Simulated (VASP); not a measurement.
# HfN (I4mm) in VASP: single point with PBE

Aim: the single point of HfN with PBE.

All numbers are computed with VASP 6.6.1; they aren't measurements. Logs are shortened: lines on timing, memory, paths and dates and some standing lists are left out, and cuts for length are marked.

### 1 The cell of the first run

The structure is tetragonal, space group I4mm (No. 107). The conventional cell has a = 3.195 Å, b = 3.195 Å, c = 4.518 Å, α = 90.00°, β = 90.00°, γ = 90.00°. Within 2.7 Å of Hf (site symmetry 4mm) lie 6 N at 2.06 to 2.46 Å. N (site symmetry 4mm) has 6 Hf at 2.06 to 2.46 Å within 2.7 Å.

### 2 Single point, PBE (atom 1 (Hf) moved by (+0.000, -0.200) A along [1 1 0] and z)

File INCAR:

```
SYSTEM = HfN
PREC = Accurate
ENCUT = 520
EDIFF = 1E-6
ISMEAR = 1
SIGMA = 0.2
LREAL = .False.
LASPH = .True.
NELM = 80
ALGO = Normal
ISIF = 2
LWAVE = .False.
LCHARG = .True.
GGA = PE
LELF = .True.
LVHAR = .True.
NBANDS = 14
```

File KPOINTS:

```
regular mesh
0
Gamma
  18 18 18
  0 0 0
```

File POSCAR:

```
HfN
1.0
    0.0000000000      2.2590000000      2.2590000000
    2.2590000000      0.0000000000      2.2590000000
    2.2590000000      2.2590000000      0.0000000000
Hf N
1 1
Direct
   -0.0442673749     -0.0442673749      0.0442673749
    0.5000000000      0.5000000000      0.5000000000
```

Potentials or basis: VASP PAW PBE potentials, release 64 (Hf_pv, N).

Command:

```bash
$ cat potpaw_PBE.64/Hf_pv/POTCAR potpaw_PBE.64/N/POTCAR > POTCAR
$ mpirun -np 1 vasp_std > vasp.out
```

OUTCAR:

```text
SYSTEM = HfN
   PREC = Accurate
   ENCUT = 520
   EDIFF = 1E-6
   ISMEAR = 1
   LREAL = .False.
   LASPH = .True.
   NELM = 80
   ISIF = 2
   GGA = PE

 ion  position               nearest neighbor table
   1  0.956  0.956  0.044-   2 2.06   2 2.27   2 2.27   2 2.27   2 2.27   2 2.46
   2  0.500  0.500  0.500-   1 2.06   1 2.27   1 2.27   1 2.27   1 2.27   1 2.46

  LATTYP: Found a face centered cubic cell.
 ALAT       =     4.5180000000

  Lattice vectors:

 A1 = (   0.0000000000,   2.2590000000,   2.2590000000)
 A2 = (   2.2590000000,   0.0000000000,   2.2590000000)
 A3 = (   2.2590000000,   2.2590000000,   0.0000000000)

Analysis of symmetry for initial positions (statically):
=====================================================================
 Subroutine PRICEL returns:
 Original cell was already a primitive cell.

 Routine SETGRP: Setting up the symmetry group for a
 face centered cubic supercell.

 Subroutine GETGRP returns: Found  8 space group operations
 (whereof  8 operations were pure point group operations)
 out of a pool of 48 trial point group operations.

The static configuration has the point symmetry C_4v.

Analysis of symmetry for dynamics (positions and initial velocities):
=====================================================================
 Subroutine PRICEL returns:
 Original cell was already a primitive cell.

 Routine SETGRP: Setting up the symmetry group for a
 face centered cubic supercell.

 Subroutine GETGRP returns: Found  8 space group operations
 (whereof  8 operations were pure point group operations)
 out of a pool of 48 trial point group operations.

The dynamic configuration has the point symmetry C_4v.

 Subroutine INISYM returns: Found  8 space group operations
 (whereof  8 operations are pure point group operations),
 and found     1 'primitive' translations

----------------------------------------------------------------------------------------

                                     Primitive cell

  volume of cell :      23.0557

  direct lattice vectors                    reciprocal lattice vectors
     0.000000000  2.259000000  2.259000000    -0.221336875  0.221336875  0.221336875
     2.259000000  0.000000000  2.259000000     0.221336875 -0.221336875  0.221336875
     2.259000000  2.259000000  0.000000000     0.221336875  0.221336875 -0.221336875

  length of vectors
     3.194708437  3.194708437  3.194708437     0.383366713  0.383366713  0.383366713

  position of ions in fractional coordinates (direct lattice)
     0.955732625  0.955732625  0.044267375
     0.500000000  0.500000000  0.500000000

  ion indices of the primitive-cell ions
   primitive index   ion index
                 1           1
                 2           2

----------------------------------------------------------------------------------------

 KPOINTS: regular mesh

Automatic generation of k-mesh.
 Grid dimensions read from file:
 generate k-points for:   18   18   18

 Generating k-lattice:

  Cartesian coordinates                     Fractional coordinates (reciprocal lattice)
    -0.012296493  0.012296493  0.012296493     0.055555556  0.000000000  0.000000000
     0.012296493 -0.012296493  0.012296493     0.000000000  0.055555556  0.000000000
     0.012296493  0.012296493 -0.012296493     0.000000000  0.000000000  0.055555556

  Length of vectors
     0.021298151  0.021298151  0.021298151

  Shift w.r.t. Gamma in fractional coordinates (k-lattice)
     0.000000000  0.000000000  0.000000000

 Subroutine IBZKPT returns following result:
 ===========================================

 Found    480 irreducible k-points:

 Following reciprocal coordinates:
            Coordinates               Weight
  0.000000  0.000000  0.000000      1.000000
  0.055556  0.000000  0.000000      8.000000
  0.111111  0.000000  0.000000      8.000000
  0.166667  0.000000  0.000000      8.000000
  0.222222  0.000000  0.000000      8.000000
  0.277778  0.000000  0.000000      8.000000
[... 16 lines left out ...]
  0.388889  0.055556  0.000000      8.000000
  0.000000  0.388889  0.055556     16.000000
 [... further k-points ...]
   k-points           NKPTS =    480   k-points in BZ     NKDIM =    480   number of bands    NBANDS=     14
   number of dos      NEDOS =    301   number of ions     NIONS =      2
   total plane-waves  NPLWV =  13824
   dimension x,y,z NGX =    24 NGY =   24 NGZ =   24
   dimension x,y,z NGXF=    48 NGYF=   48 NGZF=   48
   ions per type =               1   1
   NGX,Y,Z   is equivalent  to a cutoff of  12.49, 12.49, 12.49 a.u.
   NGXF,Y,Z  is equivalent  to a cutoff of  24.98, 24.98, 24.98 a.u.
 SYSTEM =  HfN
   PREC   = accura    normal or accurate (medium, high low for compatibility)
   ISTART =      0    job   : 0-new  1-cont  2-samecut
   ICHARG =      2    charge: 1-file 2-atom 10-const
   ISPIN  =      1    spin polarized calculation?
   LNONCOLLINEAR =      F non collinear calculations
   LSORBIT =      F    spin-orbit coupling
   LASPH  =      T    aspherical Exc in radial PAW
   ENCUT  =  520.0 eV  38.22 Ry    6.18 a.u.   5.94  5.94  5.94*2*pi/ulx,y,z
   NELM   =     80;   NELMIN=  2; NELMDL= -5     # of ELM steps
   EDIFF  = 0.1E-05   stopping-criterion for ELM
   LREAL  =      F    real-space projection
   EDIFFG = 0.1E-04   stopping-criterion for IOM
   NSW    =      0    number of steps for IOM
   IBRION =     -1    ionic relax: 0-MD 1-quasi-New 2-CG
   NFREE  =      0    steps in history (QN), initial steepest desc. (CG)
   ISIF   =      2    stress and relaxation
   ISYM   =      2    0-nonsym 1-usesym 2-fastsym
   POTIM  = 0.5000    time-step for ionic-motion
   TEBEG  =    0.0;   TEEND  =   0.0 temperature during run
   PSTRESS=    0.0 pullay stress
   NELECT =      15.0000    total number of electrons
   NUPDOWN=      -1.0000    fix difference up-down
   EMIN   =  10.00;   EMAX   =-10.00  energy-range for DOS
   EFERMI =   0.00;   METHOD = LEGACY
   ISMEAR =     1;   SIGMA  =   0.20  broadening in eV -4-tet -1-fermi 0-gaus
   EFERMI_NEDOS =   21; number of points for ismear=-14 and -15
   IALGO  =     38    algorithm
   IMIX   =      4    mixing-type and parameters
     AMIX     =   0.40;   BMIX     =  1.00
     AMIX_MAG =   1.60;   BMIX_MAG =  1.00
  volume/ion in A,a.u.               =      11.53        77.79
  Fermi-wavevector in a.u.,A,eV,Ry     =   1.418553  2.680677 27.378918  2.012294
  Thomas-Fermi vector in A             =   2.539667
   LORBIT       =      0    0 simple, 1 ext, 2 COOP (PROOUT), +10 PAW based schemes
   GGA     = PE    functional components
   LHFCALC =     F    Hartree Fock is set to
   AEXX    =    0.0000 exact exchange contribution
   IVDW    =     0    specifies the selected vdW correction
   LEPSILON=     F    determine dielectric tensor
   LRPA    =     F    only Hartree local field effects (RPA)
 non-spin polarized calculation
 Methfessel and Paxton  Order N= 1 SIGMA  =   0.20
  energy-cutoff  :      520.00
  volume of cell :       23.06
 maximum number of plane-waves:       636
   NGX = 11   NGY = 11   NGZ = 11

 number of electron      15.0000000 magnetization

 Free energy of the ion-electron system (eV)
  ---------------------------------------------------
  ext. energy  EPLUGINS =         0.00000000
  ---------------------------------------------------
  free energy    TOTEN  =       -21.51255643 eV

  energy without entropy =      -21.51287625  energy(sigma->0) =      -21.51266304

 E-fermi :   8.3304     XC(G=0): -12.7149

 val. band max:        8.3294784445   @ k =   0.1111   0.5000   0.2778
 cond. band min:       8.3356729075   @ k =  -0.2222   0.2778   0.1111
 fundamental gap:      0.0061944630
 Fermi energy:         8.3303608450

 k-point     1 :       0.0000    0.0000    0.0000
  band No.  band energies     occupation
      1     -22.7721      2.00000
      2     -22.7104      2.00000
      3     -22.7104      2.00000
      4      -9.1267      2.00000
      5       4.8130      2.00000
      6       4.8130      2.00000
      7       4.8449      2.00000
      8       8.0822      2.07084
      9       8.6917     -0.02834
     10       8.6917     -0.02834
     11      10.0839     -0.00000
     12      10.3989     -0.00000
     13      11.1778     -0.00000
     14      17.8577      0.00000

 k-point     2 :       0.0556    0.0000    0.0000
  band No.  band energies     occupation
      1     -22.7895      2.00000
      2     -22.7280      2.00000
      3     -22.7131      2.00000
      4      -9.0554      2.00000
      5       4.3828      2.00000
      6       4.6970      2.00000
      7       4.9399      2.00000
      8       8.0878      2.07087
      9       8.6740     -0.03554
     10       8.6743     -0.03539
     11      10.3309     -0.00000
     12      10.6922     -0.00000
     13      11.4336     -0.00000
     14      18.1034      0.00000

 k-point     3 :       0.1111    0.0000    0.0000
  band No.  band energies     occupation
      1     -22.8662      2.00000
      2     -22.7510      2.00000
      3     -22.7212      2.00000
      4      -8.8492      2.00000
      5       3.7169      2.00000
      6       4.3830      2.00000
      7       4.6975      2.00000
      8       8.1426      2.03517
      9       8.7436     -0.01284
     10       8.7485     -0.01179
     11      10.9438     -0.00000
     12      11.4075     -0.00000
     13      12.0797     -0.00000
     14      18.7973      0.00000

 k-point     4 :       0.1667    0.0000    0.0000
  band No.  band energies     occupation
      1     -22.9991      2.00000
      2     -22.7672      2.00000
      3     -22.7334      2.00000
      4      -8.5288      2.00000
      5       2.9388      2.00000
      6       3.9536      2.00000
      7       4.2344      2.00000
      8       8.2929      1.31128
      9       9.0071     -0.00002
     10       9.0142     -0.00001
     11      11.7482     -0.00000
     12      12.3322      0.00000
     13      12.9252      0.00000
     14      19.8087      0.00000

 k-point     5 :       0.2222    0.0000    0.0000
  band No.  band energies     occupation
      1     -23.1605      2.00000
      2     -22.7831      2.00000
      3     -22.7483      2.00000
      4      -8.1260      2.00000
      5       2.1265      2.00000
      6       3.4939      2.00000
      7       3.7092      2.00000
      8       8.5547     -0.06718
      9       9.4601     -0.00000
     10       9.4676     -0.00000
     11      12.5924      0.00000
[... 276 lines left out ...]
 k-point    22 :       0.0000    0.3333    0.0556
  band No.  band energies     occupation
      1     -23.4244      2.00000
      2     -22.8282      2.00000
      3     -22.7803      2.00000
      4      -7.3824      2.00000
      5       0.8617      2.00000
      6       2.7242      2.00000
      7       3.1093      2.00000
      8       8.9358     -0.00016
      9      10.5663     -0.00000
     10      10.8943     -0.00000
     11      13.5213      0.00000
     12      14.8267      0.00000
     13      15.7118      0.00000
     14      20.6404      0.00000

 k-point    23 :       0.3889    0.0556    0.0000
  band No.  band energies     occupation
      1     -23.5608      2.00000
      2     -22.8255      2.00000
      3     -22.8046      2.00000
      4      -6.9749      2.00000
      5       0.2723      2.00000
      6       2.5233      2.00000
      7       2.6430      2.00000
      8       9.7022     -0.00000
      9      11.1809     -0.00000
     10      11.5939     -0.00000
     11      13.5561      0.00000
     12      15.2973      0.00000
     13      16.8536      0.00000
     14      20.5211      0.00000

 k-point    24 :       0.0000    0.3889    0.0556
  band No.  band energies     occupation
      1     -23.5544      2.00000
      2     -22.8386      2.00000
      3     -22.7961      2.00000
      4      -6.9856      2.00000
      5       0.2759      2.00000
      6       2.4433      2.00000
      7       2.7526      2.00000
      8       9.5543     -0.00000
      9      11.2504     -0.00000
     10      11.5231     -0.00000
     11      13.7112      0.00000
     12      15.7001      0.00000
     13      16.4103      0.00000
     14      20.4416      0.00000

 [... further k-points ...]

------------------------ aborting loop because EDIFF is reached ----------------------------------------

  FORCE on cell =-STRESS in cart. coord.  units (eV):
  Direction    XX          YY          ZZ          XY          YZ          ZX
  --------------------------------------------------------------------------------------
  -------------------------------------------------------------------------------------
  Total        0.4566915      0.4566915      2.7849020      0.0000000     -0.0000000      0.0000000
  in kB       31.7361941     31.7361941    193.5271124      0.0000000     -0.0000000      0.0000000
  external PRESSURE =      85.6665002 kB  Pullay stress =       0.0000000 kB

 VOLUME and BASIS-vectors are now :
 -----------------------------------------------------------------------------
  energy-cutoff  :      520.00
  volume of cell :       23.06
      direct lattice vectors                 reciprocal lattice vectors
     0.000000000  2.259000000  2.259000000    -0.221336875  0.221336875  0.221336875
     2.259000000  0.000000000  2.259000000     0.221336875 -0.221336875  0.221336875
     2.259000000  2.259000000  0.000000000     0.221336875  0.221336875 -0.221336875

 POSITION                                       TOTAL-FORCE (eV/Angst)
 -----------------------------------------------------------------------------------
      2.25900      2.25900      4.31800         0.000000      0.000000      2.517265
      2.25900      2.25900      2.25900         0.000000      0.000000     -2.517265
 -----------------------------------------------------------------------------------
    total drift:                                0.000000      0.000000     -0.000032

  FREE ENERGIE OF THE ION-ELECTRON SYSTEM (eV)
  ---------------------------------------------------
  free  energy   TOTEN  =       -21.5125564334 eV

  energy  without entropy=      -21.5128762467  energy(sigma->0) =      -21.51266304
```

It took 69 s on 1 thread of Intel Xeon Platinum 8375C at 2.90GHz (Ice Lake), shared host; peak memory 0.28 GiB.

What came out:

| Quantity | Value |
| --- | --- |
| Free energy | -21.5126 eV |
| Pressure | 8.6 GPa |
| Largest force | 2.517 eV/Å |

Forces on the atoms (eV/Å):
```
Hf   0.000  0.000  2.517
N    0.000  0.000 -2.517
```

Stress tensor (GPa, compression positive):
```
 3.17  0.00  0.00
 0.00  3.17  0.00
 0.00  0.00 19.35
```

Caveat: the cell differs from its parent crystal (atom 1 (Hf) moved by (+0.000, -0.200) A along [1 1 0] and z); spin-orbit coupling is left out, which moves the levels of the heavy elements; forces of over 1 eV/Å act on the atoms, so gaps and moduli don't describe the material at rest.
